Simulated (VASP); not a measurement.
# Os: relaxation of volume and atoms at fixed shape with PBEsol

The system is Os.

```
Os
1.0
     0.00000    1.94500    1.94500
     1.94500    0.00000    1.94500
     1.94500    1.94500    0.00000
Os
1
Direct
  0.00000 0.00000 0.00000
```

This isn't the form of Os at room conditions, which is hcp.

| Item | Value |
| --- | --- |
| Program | VASP 6.6.1 |
| Task | relaxation of volume and atoms at fixed shape |
| Functional | PBEsol |
| Potentials or basis | VASP PAW PBE potentials, release 64 (Os) |
| Cutoff | 600 eV |
| k mesh | 19 × 19 × 19 |
| Occupations | fermi-dirac, width 0.05 eV |
| Spin | no spin polarisation |
| Dipole correction | no |
| Further INCAR settings | ALGO = Normal; EDIFF = 1e-07; IBRION = 2; EDIFFG = -0.02; NSW = 80; ISIF = 8 |

```
Relaxed volume                        : 13.96 Å³/atom
Relaxed cell                          : a = 2.703 Å, b = 2.703 Å, c = 2.703 Å, α = 60.00°, β = 60.00°, γ = 60.00°
Space group after relaxing (to 0.1 Å) : Fm-3m (No. 225)
Pressure after relaxing               : 0.0 GPa
Band gap on the k mesh                : zero (bands 4 and 5 overlap by 3.84 eV)
```

Final structure:
```
Os
1.0
     0.00000    1.91115    1.91115
     1.91115    0.00000    1.91115
     1.91115    1.91115    0.00000
Os
1
Direct
  0.00000 0.00000 0.00000
```

Levels at points of the mesh, in eV from the Fermi level:
| k point | band 2 | band 3 | band 4 | band 5 | band 6 | band 7 |
| --- | --- | --- | --- | --- | --- | --- |
| (0.00, 0.00, 0.00) | -3.07 | -3.07 | -3.07 | 0.02 | 0.02 | 14.23 |

Wall time 79 s on 1 thread of AMD EPYC 9R45 96-Core Processor (Zen 5) (shared host), peak memory 0.15 GiB.

Caveat: the PAW data sets were made with another functional, which shifts forces and pressure a little; spin-orbit coupling is left out, which moves the levels of the heavy elements.
